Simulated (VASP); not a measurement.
Write the native input for VASP 6.6.1 that does the following.

* Task: single point
* Functional: PBE
* Potentials or basis: VASP PAW PBE potentials, release 64 (Ga_d, Cu, C, N)
* Cutoff: 520 eV
* k mesh: 4 × 4 × 4
* Occupations: gaussian, width 0.02 eV
* Spin: no spin polarisation
* Dipole correction: no
* Further INCAR settings: ALGO = Normal; EDIFF = 1e-06; NBANDS = 41

The structure of GaCuC4N4 lies in POSCAR:

```
GaCuC4N4
1.0
    5.7513983840      0.0000000000      0.0000000000
    0.0000000000      5.7513983840      0.0000000000
    0.0000000000      0.0000000000      5.7513983840
Ga Cu C N
1 1 4 4
Direct
    0.5000000000      0.5000000000      0.5000000000
    0.0000000000      0.0000000000      0.0000000000
    0.1931152720      0.1931152720      0.1931152720
    0.1931152720      0.8068847280      0.8068847280
    0.8068847280      0.1931152720      0.8068847280
    0.8068847280      0.8068847280      0.1931152720
    0.3108832560      0.3108832560      0.3108832560
    0.3108832560      0.6891167440      0.6891167440
    0.6891167440      0.3108832560      0.6891167440
    0.6891167440      0.6891167440      0.3108832560
```

These files were run (other wordings do the same):

INCAR

```
PREC = Accurate ; ENCUT = 520
EDIFF = 1E-6 ; ISMEAR = 0
SIGMA = 0.02 ; LREAL = False
LASPH = True ; NELM = 100
ALGO = Normal ; ISIF = 2
LWAVE = False ; LCHARG = True
GGA = PE ; LELF = True
LVHAR = True ; NBANDS = 41
```

KPOINTS

```
regular mesh
0
Gamma
  4 4 4
```

Potentials or basis: VASP PAW PBE potentials, release 64 (Ga_d, Cu, C, N).

Launch:

```bash
$ cat potpaw_PBE.64/Ga_d/POTCAR potpaw_PBE.64/Cu/POTCAR potpaw_PBE.64/C/POTCAR potpaw_PBE.64/N/POTCAR > POTCAR
$ mpirun -np 1 vasp_std > vasp.out
```

It gave:

```yaml
Pressure: 0.4 GPa
Largest_force: 0.377 eV/Å
Band_gap_on_the_k_mesh: 4.03 eV (least direct gap 4.12 eV)
```

Wall time 71 s on 1 thread of Intel(R) Xeon(R) 6975P-C (Granite Rapids), with other jobs on the host, peak memory 0.36 GiB.
